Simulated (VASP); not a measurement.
Wanted: the native input for a VASP 6.6.1 run.

| Quantity | Value |
| --- | --- |
| Task | relaxation of cell and atoms |
| Functional | PBEsol |
| Potentials or basis | VASP PAW PBE potentials, release 64 (Ag) |
| Cutoff | 600 eV |
| k mesh | 18 × 18 × 10 |
| Occupations | gaussian, width 0.1 eV |
| Spin | no spin polarisation |
| Dipole correction | no |
| Further INCAR settings | ALGO = Fast; EDIFF = 1e-06; IBRION = 2; EDIFFG = -0.01; NSW = 80; ISIF = 3 |

The structure of Ag lies in POSCAR:

```
Ag
1.0
    2.8744896845      0.0000000000      0.0000000000
   -1.4372448422      2.4893810897      0.0000000000
    0.0000000000      0.0000000000      4.6823587355
Ag
2
Direct
    0.3333333333      0.6666666667      0.2500000000
    0.6666666667      0.3333333333      0.7500000000
```

This isn't the form of Ag at room conditions, which is fcc.

The input as run:

INCAR

```
PREC     = Accurate       # precision mode
ENCUT    = 600            # plane-wave cutoff, eV
EDIFF    = 1E-6           # SCF threshold, eV
ISMEAR   = 0              # smearing method
SIGMA    = 0.1            # smearing width, eV
LREAL    = F              # projectors in reciprocal space
LASPH    = T              # aspherical terms in the spheres
NELM     = 60             # most SCF steps
ALGO     = Fast           # electronic algorithm
ISIF     = 3              # what is computed and relaxed
LWAVE    = F              # write WAVECAR
LCHARG   = F              # write CHGCAR
GGA      = PS             # functional
IBRION   = 2              # ionic algorithm
NSW      = 80             # ionic steps
EDIFFG   = -0.01          # ionic threshold
```

KPOINTS

```
regular mesh
0
Gamma
  18 18 10
```

Potentials or basis: VASP PAW PBE potentials, release 64 (Ag).

Launch:

```bash
$ cat potpaw_PBE.64/Ag/POTCAR > POTCAR
$ mpirun -np 1 vasp_std > vasp.out
```

Results of the run:

- Relaxed volume: 16.66 Å³/atom
- Relaxed cell: a = 2.865 Å, b = 2.865 Å, c = 4.690 Å, α = 90.00°, β = 90.00°, γ = 120.00°
- Space group after relaxing (to 0.1 Å): P6_3/mmc (No. 194)
- Energy gained by relaxing: 0.2 meV/atom
- Ionic steps: 5
- Pressure after relaxing: 0.0 GPa
- Band gap on the k mesh: zero (bands 11 and 12 overlap by 7.53 eV)

Caveat: the PAW data sets were made with another functional, which shifts forces and pressure a little.

Run time: 6.9 min on 1 thread of Oxide Virtual Turin-like Processor, on a shared host, peak memory 0.22 GiB.
